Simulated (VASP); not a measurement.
# SnSe2: single point with PBE-based global hybrid with 25 % exact exchange

SnSe2:

```
Sn Se
1.0
     3.81100    0.00000    0.00000
    -1.90550    3.30042    0.00000
     0.00000    0.00000    6.13600
Sn Se
1 2
Direct
  0.00000 0.00000 0.00000
  0.33333 0.66667 0.24900
  0.66667 0.33333 0.75100
```

```json
{"Program": "VASP 6.6.1", "Task": "single point", "Functional": "PBE-based global hybrid with 25 % exact exchange", "Potentials or basis": "VASP PAW PBE potentials, release 64 (Sn_d, Se)", "Cutoff": "400 eV", "k mesh": "6 × 6 × 2", "Occupations": "gaussian, width 0.01 eV", "Spin": "no spin polarisation"}
```

```
Pressure               : 2.4 GPa
Largest force          : 0.321 eV/Å
Band gap on the k mesh : 2.30 eV (least direct gap 2.60 eV)
```

Forces in eV/Å, atoms in the order of the input:
```
Sn   0.000  0.000  0.000
Se   0.000  0.000  0.321
Se   0.000  0.000 -0.321
```

Stress tensor (GPa, compression positive):
```
1.90 0.00 0.00
0.00 1.90 0.00
0.00 0.00 3.35
```

Levels at points of the mesh, in eV from the valence-band top:
```tsv
k point	band 9	band 10	band 11	band 12	band 13	band 14	band 15	band 16	band 17	band 18
(0.00, 0.00, 0.00)	-0.69	-0.69	-0.32	-0.32	0.00	2.60	4.52	6.38	6.38	9.92
(0.50, 0.00, 0.00)	-4.87	-3.17	-2.87	-1.21	-0.25	2.57	5.43	7.08	7.29	9.23
(0.00, 0.00, 0.50)	-2.24	-0.80	-0.80	-0.15	-0.15	4.02	4.51	6.07	6.07	10.00
(0.50, 0.00, 0.50)	-5.37	-2.68	-2.13	-0.86	-0.67	2.30	5.90	6.53	7.48	8.27
```

Run time: 31 min on 1 thread of AMD EPYC 7R13 Processor (Zen 3), on a shared host, peak memory 0.16 GiB.

Caveat: the k points lie up to 0.51 Å⁻¹ apart; the PAW data sets were made with another functional, which shifts forces and pressure a little; spin-orbit coupling is left out, which moves the levels of the heavy elements. A k mesh can miss the band edges.
